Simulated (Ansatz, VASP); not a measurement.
As: VASP beside Ansatz

Contents of POSCAR:

```
As
1.0
    2.9581363329      0.0000000000      0.0000000000
   -1.4790681664      2.5618212122      0.0000000000
    0.0000000000      0.0000000000     10.0678831551
As
4
Direct
    0.0000000000      1.0000000000      0.0000000000
    0.0000000000      1.0000000000      0.5000000000
    0.3333333333      0.6666666667      0.2500000000
    0.6666666667      0.3333333333      0.7500000000
```

The input INCAR.step1:

```
ALGO = Normal ; EDIFF = 1E-4
ENCUT = 520 ; GGA = PE
ISMEAR = -1 ; LASPH = True
LCHARG = False ; LREAL = False
LWAVE = True ; NBANDS = 18
NELM = 80 ; PREC = Accurate
SIGMA = 0.1
```

The input INCAR.step2:

```
ALGO = Normal ; EDIFF = 1E-6
ENCUT = 520 ; ISIF = 2
ISMEAR = -1 ; ISTART = 1
LASPH = True ; LCHARG = False
LMIXTAU = True ; LREAL = False
LWAVE = False ; METAGGA = R2SCAN
NBANDS = 18 ; NELM = 80
PREC = Accurate ; SIGMA = 0.1
```

File KPOINTS:

```
k-points
0
Gamma
  14 14 4
```

Input for Ansatz:

```yaml
crystal:
  lattice:
    - [2.9581363329, 0.0, 0.0]
    - [-1.4790681664, 2.5618212122, 0.0]
    - [0.0, 0.0, 10.0678831551]
  atoms:
    - { symbol: As, position: [0.0, 1.0, 0.0] }
    - { symbol: As, position: [0.0, 1.0, 0.5] }
    - { symbol: As, position: [0.3333333333, 0.6666666667, 0.25] }
    - { symbol: As, position: [0.6666666667, 0.3333333333, 0.75] }
hamiltonian:
  xc: r2scan
  pseudopotentials:
    kind: paw
    azcp:
      As: "pseudopotentials/As.paw.azcp"
basis:
  ecutwfc: 500
  fft_grid_basis: typed
kpoints:
  mp_grid: { grid: [14, 14, 4], shift: [0, 0, 0] }
magnetization:
  spin_polarized: false
scf:
  occupations: { method: fermi_dirac, width: 0.1 }
  lower_state_search: "off"
output:
  stress: true
  write_density: true
  write_potential: true
  elf: true
  volumetric_format: npy
```

Alike in both runs: task single point; functional r2SCAN; k mesh 14 × 14 × 4; occupations fermi-dirac, width 0.1 eV; no spin polarisation.

```csv
,VASP,Ansatz
version,VASP 6.6.1,Ansatz 0.2.0
potentials or method,"VASP PAW PBE potentials, release 64 (As), cutoff 520 eV","plane waves (500 eV) with PAW, scalar-relativistic"
valence electrons in the cell,20,60
```

```tsv
	VASP	Ansatz	Ansatz less VASP
pressure (GPa)	-0.3	-0.2	+0.11
traceless stress, the component that is largest in VASP (GPa)	0.77	0.79	+0.012
```

VASP's potentials were made for PBE, not for r2SCAN. VASP's potentials hold 20 valence electrons a cell and Ansatz's 60, so a difference there can come from the potentials and not from the codes.
